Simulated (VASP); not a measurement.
# Si32C (a cell with a defect) in VASP: further runs, part 2 of 2

VASP 6.6.1. Earlier steps stand in the parts before.

## (3) Single point, PBE0

Input file POSCAR:

```
Si32C
1.0
   -5.4697269700      5.4697269700      5.4697269700
    5.4697269700     -5.4697269700      5.4697269700
    5.4697269700      5.4697269700     -5.4697269700
Si C
32 1
Direct
   -0.0222133800     -0.0025723200      0.2524415000
    0.0262851100      0.2582419700      0.0267668200
   -0.0207401600      0.4871023700      0.7324805300
   -0.0169517100      0.7486810700      0.4934928200
    0.2508151400     -0.0023433600     -0.0009100800
    0.2361297900      0.2558175100      0.7463969500
    0.2598991800      0.5185018900      0.5139123200
    0.2312555100      0.7432574100      0.2304174300
    0.4699871100     -0.0030212500      0.6891441400
    0.4879020100      0.2571087200      0.4885683200
    0.4918228500      0.5085737000      0.2442809900
    0.4962058900      0.7472445400     -0.0121633500
    0.7128078300     -0.0015828500      0.4882004900
    0.7530895300      0.2580798500      0.2428329800
    0.7389904800      0.4770812900     -0.0076277800
    0.7678878900      0.7457965900      0.7691180500
   -0.0239083700      0.0016708500      0.5049152200
    0.0173299400      0.2635600300      0.2710409900
   -0.0086589500      0.4821290300     -0.0165075800
    0.0102977400      0.7463502300      0.7477618900
    0.2340487400      0.0005581700      0.2427896600
    0.2627981200      0.2496821300     -0.0006367100
    0.2386106100      0.5067971900      0.7479805700
    0.2208040200      0.7390852900      0.4753900000
    0.5787810400      0.0025289300     -0.0360650000
    0.4787656500      0.2549475100      0.7343027100
    0.5102364300      0.5187507000      0.5025906700
    0.4851178800      0.7504358700      0.2303715300
    0.7670568400      0.0033778800      0.8405348500
    0.7308821200      0.2452149100      0.4757066500
    0.7360547900      0.4989643700      0.2435221800
    0.7495427600      0.7319222200      0.0039742700
    0.6457796700      0.0052313600      0.6463602200
```

Input file INCAR.step1:

```
PREC = Accurate ; ENCUT = 520
EDIFF = 1E-5 ; ISMEAR = -1
SIGMA = 0.01 ; LREAL = Auto
LASPH = True ; NELM = 120
ALGO = Normal ; ISIF = 2
LWAVE = True ; NBANDS = 88
GGA = PE ; GGA_COMPAT = False
```

Input file INCAR.step2:

```
PREC = Accurate ; ENCUT = 520
EDIFF = 1E-6 ; ISMEAR = -1
SIGMA = 0.01 ; LREAL = Auto
LASPH = True ; NELM = 120
ALGO = Normal ; ISIF = 2
LWAVE = False ; LCHARG = True
GGA = PE ; LHFCALC = True
AEXX = 0.25 ; PRECFOCK = Fast
LELF = True ; LVHAR = True
NBANDS = 88 ; ISTART = 1
GGA_COMPAT = False
```

Input file KPOINTS:

```
Automatic mesh
0
Gamma
  1 1 1
```

Potentials or basis: VASP PAW PBE potentials, release 64 (Si, C).

Launch:

```console
cat potpaw_PBE.64/Si/POTCAR potpaw_PBE.64/C/POTCAR > POTCAR
cp INCAR.step1 INCAR
mpirun -np 1 vasp_gam > vasp.out
cp INCAR.step2 INCAR
mpirun -np 1 vasp_gam > vasp.out
```

OUTCAR:

```text
PREC = Accurate
   ENCUT = 520
   EDIFF = 1E-6
   ISMEAR = -1
   LREAL = Auto
   LASPH = True
   NELM = 120
   ISIF = 2
   GGA = PE
   LHFCALC = True
   AEXX = 0.25
   PRECFOCK = Fast
   ISTART = 1

 ion  position               nearest neighbor table
   1  0.978  0.997  0.252-  18 2.36  32 2.36  17 2.38  21 2.45
   2  0.026  0.258  0.027-  29 2.30  18 2.33  22 2.36  19 2.39
   3  0.979  0.487  0.732-  20 2.32  23 2.35  19 2.36  30 2.36
   4  0.983  0.749  0.493-  20 2.34  24 2.34  31 2.36  17 2.39
   5  0.251  0.998  0.999-  20 2.35  22 2.35  21 2.36
   6  0.236  0.256  0.746-  26 2.34  22 2.35  23 2.36  17 2.39
   7  0.260  0.519  0.514-  23 2.33  18 2.34  24 2.36  27 2.41
   8  0.231  0.743  0.230-  19 2.37  24 2.37  28 2.38  21 2.39
   9  0.470  0.997  0.689-  33 1.82  26 2.30  24 2.30  25 2.43  29 2.67
  10  0.488  0.257  0.489-  26 2.36  27 2.37  30 2.38  21 2.39
  11  0.492  0.509  0.244-  22 2.33  31 2.35  28 2.36  27 2.36
  12  0.496  0.747  0.988-  28 2.33  23 2.34  25 2.39  32 2.41
  13  0.713  0.998  0.488-  33 1.80  28 2.33  30 2.33  17 2.44
  14  0.753  0.258  0.243-  30 2.32  31 2.34  25 2.39  18 2.41
  15  0.739  0.477  0.992-  31 2.33  32 2.35  26 2.36  19 2.41
[... 11 lines left out ...]
  27  0.510  0.519  0.503-  11 2.36  10 2.37  16 2.39   7 2.41
  28  0.485  0.750  0.230-  12 2.33  13 2.33  11 2.36   8 2.38
  29  0.767  0.003  0.841-  33 1.82   2 2.30  16 2.31  25 2.44   9 2.67
  30  0.731  0.245  0.476-  14 2.32  13 2.33   3 2.36  10 2.38
  31  0.736  0.499  0.244-  15 2.33  14 2.34  11 2.35   4 2.36
  32  0.750  0.732  0.004-  16 2.33  15 2.35   1 2.36  12 2.41
  33  0.646  0.005  0.646-  13 1.80   9 1.82  29 1.82

  LATTYP: Found a body centered cubic cell.
 ALAT       =    10.9394539400

  Lattice vectors:

 A1 = (  -5.4697269700,   5.4697269700,   5.4697269700)
 A2 = (   5.4697269700,  -5.4697269700,   5.4697269700)
 A3 = (   5.4697269700,   5.4697269700,  -5.4697269700)

Analysis of symmetry for initial positions (statically):
=====================================================================
 Subroutine PRICEL returns:
 Original cell was already a primitive cell.

 Routine SETGRP: Setting up the symmetry group for a
 body centered cubic supercell.

 Subroutine GETGRP returns: Found  1 space group operations
 (whereof  1 operations were pure point group operations)
 out of a pool of 48 trial point group operations.

The static configuration has the point symmetry C_1 .

Analysis of symmetry for dynamics (positions and initial velocities):
=====================================================================
 Subroutine PRICEL returns:
 Original cell was already a primitive cell.

 Routine SETGRP: Setting up the symmetry group for a
 body centered cubic supercell.

 Subroutine GETGRP returns: Found  1 space group operations
 (whereof  1 operations were pure point group operations)
 out of a pool of 48 trial point group operations.

The dynamic configuration has the point symmetry C_1 .

 Subroutine INISYM returns: Found  1 space group operations
 (whereof  1 operations are pure point group operations),
 and found     1 'primitive' translations

----------------------------------------------------------------------------------------
[... 115 lines left out ...]
   total plane-waves  NPLWV = 343000
   dimension x,y,z NGX =    70 NGY =   70 NGZ =   70
   dimension x,y,z NGXF=   140 NGYF=  140 NGZF=  140
   ions per type =              32   1
   NGX,Y,Z   is equivalent  to a cutoff of  12.28, 12.28, 12.28 a.u.
   NGXF,Y,Z  is equivalent  to a cutoff of  24.57, 24.57, 24.57 a.u.
 SYSTEM =  unknown system
   PREC   = accura    normal or accurate (medium, high low for compatibility)
   ISTART =      1    job   : 0-new  1-cont  2-samecut
   ICHARG =      0    charge: 1-file 2-atom 10-const
   ISPIN  =      1    spin polarized calculation?
   LNONCOLLINEAR =      F non collinear calculations
   LSORBIT =      F    spin-orbit coupling
   LASPH  =      T    aspherical Exc in radial PAW
   ENCUT  =  520.0 eV  38.22 Ry    6.18 a.u.  17.62 17.62 17.62*2*pi/ulx,y,z
   NELM   =    120;   NELMIN=  2; NELMDL=  0     # of ELM steps
   EDIFF  = 0.1E-05   stopping-criterion for ELM
   LREAL  =      T    real-space projection
   EDIFFG = 0.1E-04   stopping-criterion for IOM
   NSW    =      0    number of steps for IOM
   IBRION =     -1    ionic relax: 0-MD 1-quasi-New 2-CG
   NFREE  =      0    steps in history (QN), initial steepest desc. (CG)
   ISIF   =      2    stress and relaxation
   ISYM   =      3    0-nonsym 1-usesym 2-fastsym
   POTIM  = 0.5000    time-step for ionic-motion
   TEBEG  =    0.0;   TEEND  =   0.0 temperature during run
   PSTRESS=    0.0 pullay stress
   NELECT =     132.0000    total number of electrons
   NUPDOWN=      -1.0000    fix difference up-down
   EMIN   =  10.00;   EMAX   =-10.00  energy-range for DOS
   EFERMI =   0.00;   METHOD = LEGACY
   ISMEAR =    -1;   SIGMA  =   0.01  broadening in eV -4-tet -1-fermi 0-gaus
   EFERMI_NEDOS =   21; number of points for ismear=-14 and -15
   IALGO  =     38    algorithm
   IMIX   =      1    mixing-type and parameters
     AMIX     =   0.40;   BMIX     =  1.00
     AMIX_MAG =   1.60;   BMIX_MAG =  1.00
  volume/ion in A,a.u.               =      19.84       133.86
  Fermi-wavevector in a.u.,A,eV,Ry     =   0.960020  1.814176 12.539664  0.921639
  Thomas-Fermi vector in A             =   2.089268
   LORBIT       =      0    0 simple, 1 ext, 2 COOP (PROOUT), +10 PAW based schemes
   GGA     = PE    functional components
   LHFCALC =     T    Hartree Fock is set to
   PRECFOCK=fast      Normal, Fast or Accurate (Low or Medium for compatibility)
   ENCUT4O =  -1.0   cutoff for four orbital integrals eV
   NKREDX  =     1    reduce k-point grid by
   NKREDY  =     1    reduce k-point grid by
   NKREDZ  =     1    reduce k-point grid by
   AEXX    =    0.2500 exact exchange contribution
   HFSCREEN=    0.0000 screening length (either q_TF or 0.3 A-1)
   HFSCREENC=   0.0000 screening length for correlation (either q_TF or 0.3 A-1)
   ENCUTFOCK=  -1.0 apply spherical cutoff to Coloumb kernel
   IVDW    =     0    specifies the selected vdW correction
   LEPSILON=     F    determine dielectric tensor
   LRPA    =     F    only Hartree local field effects (RPA)
 non-spin polarized calculation
  energy-cutoff  :      520.00
  volume of cell :      654.57
 maximum number of plane-waves:      8775
 NGX is ok and might be reduce to    70
  NGX = 36; NGY = 36; NGZ = 36

 number of electron     132.0000000 magnetization

 Free energy of the ion-electron system (eV)
  ---------------------------------------------------
  ext. energy  EPLUGINS =         0.00000000
  ---------------------------------------------------
  free energy    TOTEN  =      -224.12455441 eV

  energy without entropy =     -224.12455441  energy(sigma->0) =     -224.12455441

 E-fermi :   5.2416     XC(G=0):  -7.4567

 val. band max:        4.9688649448   @ k =   0.0000   0.0000   0.0000
 cond. band min:       6.5157670571   @ k =   0.0000   0.0000   0.0000
 fundamental gap:      1.5469021123
 Fermi energy:         5.2415798781

 k-point     1 :       0.0000    0.0000    0.0000
  band No.  band energies     occupation
      1      -9.1854      2.00000
      2      -7.9172      2.00000
      3      -6.5172      2.00000
      4      -6.2656      2.00000
      5      -6.2092      2.00000
      6      -6.1758      2.00000
[... 70 lines left out ...]
     77       8.6971      0.00000
     78       8.8010      0.00000
 [bands above 78 left out]

------------------------ aborting loop because EDIFF is reached ----------------------------------------

  FORCE on cell =-STRESS in cart. coord.  units (eV):
  Direction    XX          YY          ZZ          XY          YZ          ZX
  --------------------------------------------------------------------------------------
  -------------------------------------------------------------------------------------
  Total       -8.9919639      0.6371348     -8.8522801      3.3222570     -2.8652888      4.5368027
  in kB      -22.0093998      1.5594984    -21.6674994      8.1318033     -7.0132940     11.1046159
  external PRESSURE =     -14.0391336 kB  Pullay stress =       0.0000000 kB

 VOLUME and BASIS-vectors are now :
 -----------------------------------------------------------------------------
  energy-cutoff  :      520.00
  volume of cell :      654.57
      direct lattice vectors                 reciprocal lattice vectors
    -5.469726970  5.469726970  5.469726970     0.000000000  0.091412241  0.091412241
     5.469726970 -5.469726970  5.469726970     0.091412241  0.000000000  0.091412241
     5.469726970  5.469726970 -5.469726970     0.091412241  0.091412241  0.000000000

 POSITION                                       TOTAL-FORCE (eV/Angst)
 -----------------------------------------------------------------------------------
      1.48822      1.27335      9.42310        -0.040785     -0.025447      0.039122
      1.41515     -1.12233      1.40988         0.024254     -0.004680     -0.163173
      1.31450      6.69844      4.01413        -0.043041      0.032161      0.018502
      1.41735      3.98120      6.77282        -0.042174     -0.021027      0.009334
      9.54977      1.37973      1.36405         0.103617     -0.181713     -0.080151
      4.19027      3.97490     -1.39177        -0.011843     -0.018112      0.013979
[... 25 lines left out ...]
     -0.07464      0.11812      8.08147        -0.044457     -0.033627     -0.016139
      0.03179      7.03904      0.02544         0.049988      0.132827     -0.106140
 -----------------------------------------------------------------------------------
    total drift:                               -0.005604     -0.017223      0.002817

  FREE ENERGIE OF THE ION-ELECTRON SYSTEM (eV)
  ---------------------------------------------------
  free  energy   TOTEN  =      -224.1245544067 eV

  energy  without entropy=     -224.1245544067  energy(sigma->0) =     -224.12455441
```

Wall time 4.4 min (1 thread of Intel Xeon Platinum 8375C at 2.90GHz (Ice Lake), shared host); peak memory 0.74 GiB.

What came out:

* Free energy: -224.1246 eV
* Pressure: -1.4 GPa
* Largest force: 0.338 eV/Å
* Band gap on the k mesh: 1.55 eV

Forces in eV/Å, atoms in the order of the input:
```
Si  -0.041 -0.025  0.039
Si   0.024 -0.005 -0.163
Si  -0.043  0.032  0.019
Si  -0.042 -0.021  0.009
Si   0.104 -0.182 -0.080
Si  -0.012 -0.018  0.014
Si  -0.025 -0.012 -0.002
Si  -0.021  0.001 -0.002
Si  -0.134  0.066  0.162
Si  -0.015 -0.003  0.032
Si  -0.012  0.025  0.037
Si  -0.064  0.002 -0.005
Si   0.131 -0.006 -0.091
Si   0.006 -0.006  0.048
Si   0.024 -0.015  0.034
Si   0.160  0.003 -0.035
Si   0.015  0.062 -0.014
Si   0.045 -0.039  0.052
Si   0.080  0.003 -0.002
Si   0.003  0.023  0.050
Si  -0.039  0.097  0.024
Si  -0.041  0.024  0.014
Si  -0.035  0.023  0.012
Si   0.035  0.037  0.014
Si   0.020  0.004 -0.041
Si   0.000  0.027 -0.012
Si   0.000  0.001 -0.085
Si   0.075  0.004  0.008
Si  -0.168 -0.254  0.148
Si   0.005  0.029 -0.063
Si  -0.041  0.023  0.000
Si  -0.044 -0.034 -0.016
C    0.050  0.133 -0.106
```

Stress tensor (GPa, compression positive):
```
-2.20  0.81  1.11
 0.81  0.16 -0.70
 1.11 -0.70 -2.17
```

Caveat: the k points lie up to 0.81 Å⁻¹ apart, too coarse for converged energies, forces and pressures; the PAW data sets were made with another functional, which shifts forces and pressure a little.

## (4) Single point, PBE0

Input file POSCAR:

```
Si32C
1.0
   -5.4697269700      5.4697269700      5.4697269700
    5.4697269700     -5.4697269700      5.4697269700
    5.4697269700      5.4697269700     -5.4697269700
Si C
32 1
Direct
   -0.0040765400      0.0071669800      0.2461981300
    0.0229975000      0.2513741900      0.0120151400
   -0.0035762500      0.5051869300      0.7480375500
   -0.0175896400      0.7430053000      0.4843705600
    0.2558236400     -0.0094976700     -0.0124397800
    0.2270033500      0.2522321900      0.7407182200
    0.2579042400      0.5268534800      0.5069781800
    0.2275640300      0.7427137700      0.2347609100
    0.5937556100      0.0710353600      0.8400904700
    0.4862177200      0.2533421700      0.4841198300
    0.5009150000      0.5074091200      0.2448343900
    0.4995742900      0.7352173400      0.0057189500
    0.7361660600     -0.0097503300      0.5045891600
    0.7558184900      0.2524713000      0.2763207500
    0.7169589800      0.3826870600     -0.0351395100
    0.7516296600      0.7345466000      0.7539374100
   -0.0170894100     -0.0032392100      0.4906357100
    0.0045213200      0.2727653100      0.2596565500
   -0.0041901300      0.4873799700     -0.0116572200
   -0.0031821300      0.7503595500      0.7403262800
    0.2414816800     -0.0013400300      0.2351880500
    0.2659025700      0.2520503700      0.0000414000
    0.2462841700      0.5081379300      0.7483006000
    0.2401668600      0.7732029800      0.4942041700
    0.5221789200     -0.0009139600      0.0265283600
    0.4411263800      0.2171082200      0.6971101700
    0.4992695300      0.5079766000      0.4942019900
    0.4843842400      0.7510801000      0.2496834900
    0.7799653000     -0.0017555800      0.7716344400
    0.7442455500      0.2514089300      0.5197651100
    0.7405624500      0.4895534000      0.2439093400
    0.7512225300      0.7475690300      0.0058630100
    0.3988559800     -0.0016113500      0.6446077600
```

Input file INCAR.step1:

```
SYSTEM = Si32C
PREC = Accurate
ENCUT = 520
EDIFF = 1E-5
ISMEAR = -1
SIGMA = 0.01
LREAL = Auto
LASPH = .TRUE.
NELM = 120
ALGO = Normal
ISIF = 2
LWAVE = .TRUE.
LCHARG = .FALSE.
NBANDS = 88
GGA = PE
GGA_COMPAT = .FALSE.
```

Input file INCAR.step2:

```
SYSTEM = Si32C
PREC = Accurate
ENCUT = 520
EDIFF = 1E-6
ISMEAR = -1
SIGMA = 0.01
LREAL = Auto
LASPH = .TRUE.
NELM = 120
ALGO = Normal
ISIF = 2
LWAVE = .FALSE.
LCHARG = .FALSE.
GGA = PE
LHFCALC = .TRUE.
AEXX = 0.25
PRECFOCK = Fast
NBANDS = 88
ISTART = 1
GGA_COMPAT = .FALSE.
```

Input file KPOINTS:

```
regular mesh
0
G
  1 1 1
  0 0 0
```

Launch:

```console
cat potpaw_PBE.64/Si/POTCAR potpaw_PBE.64/C/POTCAR > POTCAR
cp INCAR.step1 INCAR
mpirun -np 1 vasp_gam > vasp.out
cp INCAR.step2 INCAR
mpirun -np 1 vasp_gam > vasp.out
```

Run time: 4 min. Hardware: 1 thread of Intel Xeon Platinum 8375C at 2.90GHz (Ice Lake), shared host; peak memory 0.74 GiB.

Results (log left out):

* Free energy: -224.1235 eV
* Pressure: -1.4 GPa
* Largest force: 0.347 eV/Å
* Band gap on the k mesh: 1.55 eV

Forces in eV/Å, atoms in the order of the input:
```
Si  -0.027  0.088 -0.050
Si  -0.059 -0.039  0.052
Si   0.008  0.026 -0.049
Si  -0.011  0.006  0.077
Si   0.085  0.000 -0.010
Si  -0.018  0.038  0.041
Si   0.022  0.058  0.007
Si   0.055  0.030  0.005
Si  -0.134 -0.265 -0.180
Si   0.015  0.025  0.002
Si  -0.010  0.021 -0.040
Si  -0.051  0.020  0.005
Si   0.004  0.004  0.071
Si   0.008 -0.030 -0.046
Si   0.039  0.002  0.005
Si  -0.023  0.024 -0.036
Si   0.006  0.009 -0.017
Si  -0.040 -0.028 -0.033
Si  -0.045 -0.012  0.012
Si  -0.035  0.018 -0.010
Si  -0.029  0.006 -0.017
Si  -0.008 -0.011 -0.022
Si  -0.010 -0.017 -0.045
Si   0.085 -0.014  0.139
Si   0.042  0.005  0.161
Si  -0.161  0.055 -0.128
Si  -0.009 -0.018 -0.013
Si  -0.018  0.030 -0.040
Si   0.169 -0.005  0.015
Si  -0.043 -0.019  0.032
Si   0.005  0.005 -0.063
Si   0.079 -0.172  0.100
C    0.107  0.159  0.074
```

Stress tensor (GPa, compression positive):
```
-2.17  0.65 -1.10
 0.65  0.14  0.82
-1.10  0.82 -2.19
```

Levels at points of the mesh, in eV from the valence-band top:
| k point | band 62 | band 63 | band 64 | band 65 | band 66 | band 67 | band 68 | band 69 | band 70 | band 71 |
| --- | --- | --- | --- | --- | --- | --- | --- | --- | --- | --- |
| (0.00, 0.00, 0.00) | -1.28 | -0.67 | -0.59 | -0.31 | 0.00 | 1.55 | 1.97 | 2.21 | 2.30 | 2.49 |

Caveat: the k points lie up to 0.81 Å⁻¹ apart, too coarse for converged energies, forces and pressures; the PAW data sets were made with another functional, which shifts forces and pressure a little.

## (5) Summary

```tsv
level	cell	grid for exact exchange (PRECFOCK)	share of exact exchange	gap on the mesh (eV)	pressure (GPa)	largest force (eV/Å)
PBE	as given, atomic positions A	-	-	-	0.9	0.01
PBE0	as given, atomic positions B	Fast	0.25	1.55	-1.4	0.34
PBE0	as given, atomic positions A	Fast	0.25	1.55	-1.4	0.35
```

Alike in all rows: task single point; potentials or basis VASP PAW PBE potentials, release 64 (Si, C); no spin polarisation; k mesh 1 × 1 × 1; cutoff (eV) 520; smearing fermi-dirac 0.01 eV.

Caveats: all runs use coarse meshes; the PAW data sets were made with another functional, which shifts forces and pressure a little (at least some runs).

Absolute energies hang on the potentials; compare differences alone.
